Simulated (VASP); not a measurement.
Wanted: the native input for a VASP 6.6.1 run.

```yaml
Task: single point
Functional: PBE
Potentials_or_basis: VASP PAW PBE potentials, release 64 (Ta_pv, N)
Cutoff: 520 eV
k_mesh: 4 × 4 × 4
Occupations: gaussian, width 0.1 eV
Spin: no spin polarisation
Dipole_correction: no
Further_INCAR_settings: ALGO = Normal; EDIFF = 1e-06; NBANDS = 27
```

The structure of Ta3N lies in POSCAR:

```
Ta3N
1.0
    3.9695993417      0.0000000000      0.0000000000
    0.0000000000      3.9695993417      0.0000000000
    0.0000000000      0.0000000000      3.9695993417
Ta N
3 1
Direct
    0.0000000000      0.5000000000      0.5000000000
    0.5000000000      0.0000000000      0.5000000000
    0.5000000000      0.5000000000      0.0000000000
    0.0000000000      0.0000000000      0.0000000000
```

The input as run:

INCAR

```
PREC = Accurate
ENCUT = 520
EDIFF = 1E-6
ISMEAR = 0
SIGMA = 0.1
LREAL = F
LASPH = T
NELM = 100
ALGO = Normal
ISIF = 2
LWAVE = F
LCHARG = F
GGA = PE
NBANDS = 27
```

KPOINTS

```
Automatic mesh
0
Gamma
  4 4 4
```

Potentials or basis: VASP PAW PBE potentials, release 64 (Ta_pv, N).

The run is started by

```sh
$ cat potpaw_PBE.64/Ta_pv/POTCAR potpaw_PBE.64/N/POTCAR > POTCAR
$ mpirun -np 1 vasp_std > vasp.out
```

It gave:

```json
{
 "Pressure": "0.3 GPa",
 "Band gap on the k mesh": "zero (bands 19 and 20 overlap by 2.64 eV)"
}
```

Caveat: the k points lie up to 0.40 Å⁻¹ apart, too coarse for converged energies and pressures of a metal; spin-orbit coupling is left out, which moves the levels of the heavy elements.

Wall time 22 s on 1 thread of Intel(R) Xeon(R) Platinum 8375C CPU @ 2.90GHz (Ice Lake), with other jobs on the host, peak memory 0.17 GiB.
